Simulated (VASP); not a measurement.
Set up this calculation in VASP 6.6.1, as the native input.

```yaml
Task: single point
Functional: PBE
Potentials_or_basis: VASP PAW PBE potentials, release 64 (Ba_sv, Ti_sv, O_h)
Cutoff: 1340 eV
k_mesh: 6 × 6 × 6
Occupations: gaussian, width 0.02 eV
Spin: no spin polarisation
Dipole_correction: no
Further_INCAR_settings: ALGO = Normal; EDIFF = 1e-06; NBANDS = 28
```

The structure of BaTiO3 lies in POSCAR:

```
BaTiO3
1.0
    2.8880206974      1.6673995271      2.3852362890
   -2.8880206974      1.6673995271      2.3852362890
    0.0000000000     -3.3347990542      2.3852362889
Ba Ti O
1 1 3
Direct
    0.0073400755      0.0073400755      0.0073400755
    0.5225461636      0.5225461636      0.5225461636
    0.4874402905      0.4874402905      0.9739331800
    0.4874402905      0.9739331800      0.4874402905
    0.9739331800      0.4874402905      0.4874402905
```

These files were run (other wordings do the same):

INCAR

```
ALGO = Normal ; EDIFF = 1E-6
ENCUT = 1340 ; GGA = PE
GGA_COMPAT = False ; ISIF = 2
ISMEAR = 0 ; LASPH = True
LCHARG = False ; LREAL = False
LWAVE = False ; NBANDS = 28
NELM = 120 ; PREC = Accurate
SIGMA = 0.02
```

KPOINTS

```
k-points
0
Gamma
  6 6 6
```

Potentials or basis: VASP PAW PBE potentials, release 64 (Ba_sv, Ti_sv, O_h).

Command:

```console
$ cat potpaw_PBE.64/Ba_sv/POTCAR potpaw_PBE.64/Ti_sv/POTCAR potpaw_PBE.64/O_h/POTCAR > POTCAR
$ mpirun -np 1 vasp_std > vasp.out
```

Results of the run:

- Pressure: -1.3 GPa
- Largest force: 0.060 eV/Å
- Band gap on the k mesh: 2.76 eV (least direct gap 3.34 eV)

Caveat: spin-orbit coupling is left out, which moves the levels of the heavy elements.

Wall time 5.4 min on 1 thread of AMD EPYC 7R43 64-Core Processor (Zen 3) (shared host), peak memory 0.48 GiB.
